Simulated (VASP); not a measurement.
Input of a VASP 6.6.1 run:

File INCAR:

```
SYSTEM = Te3O2
PREC     = Accurate       ! precision mode
ENCUT    = 520            ! plane-wave cutoff, eV
EDIFF    = 1E-6           ! SCF threshold, eV
ISMEAR   = 0              ! smearing method
SIGMA    = 0.1            ! smearing width, eV
LREAL    = .FALSE.        ! projectors in reciprocal space
LASPH    = .TRUE.         ! aspherical terms in the spheres
NELM     = 80             ! most SCF steps
ALGO     = Normal         ! electronic algorithm
ISIF     = 2              ! what is computed and relaxed
LWAVE    = .FALSE.        ! write WAVECAR
LCHARG   = .FALSE.        ! write CHGCAR
GGA      = PE             ! functional
NBANDS   = 23             ! bands
```

File KPOINTS:

```
Automatic mesh
0
G
  3 3 6
  0 0 0
```

The input POSCAR:

```
Te3O2
1.0
    5.9751123073      0.0000000000      0.0000000000
   -2.9875561537      5.1745990486      0.0000000000
    0.0000000000      0.0000000000      3.8785523651
Te O
3 2
Direct
    0.5000000000      0.0000000000      0.5000000000
    0.0000000000      0.5000000000      0.5000000000
    0.5000000000      0.5000000000      0.5000000000
    0.0000000000      0.0000000000      0.1649866757
    0.0000000000      0.0000000000      0.8350133243
```

Potentials or basis: VASP PAW PBE potentials, release 64 (Te, O).

Launch:

```sh
$ cat potpaw_PBE.64/Te/POTCAR potpaw_PBE.64/O/POTCAR > POTCAR
$ mpirun -np 1 vasp_std > vasp.out
```

Q: Estimate the pressure.

A: 0.3 GPa.

Q: Predict the band gap on the k mesh.

A: Zero (bands 15 and 16 overlap by 1.56 eV).

Stress tensor (GPa, compression positive):
```
-0.24  0.00  0.00
 0.00 -0.24  0.00
 0.00  0.00  1.26
```

Caveat: the k points lie up to 0.40 Å⁻¹ apart, too coarse for converged energies and pressures of a metal; spin-orbit coupling is left out, which moves the levels of the heavy elements.
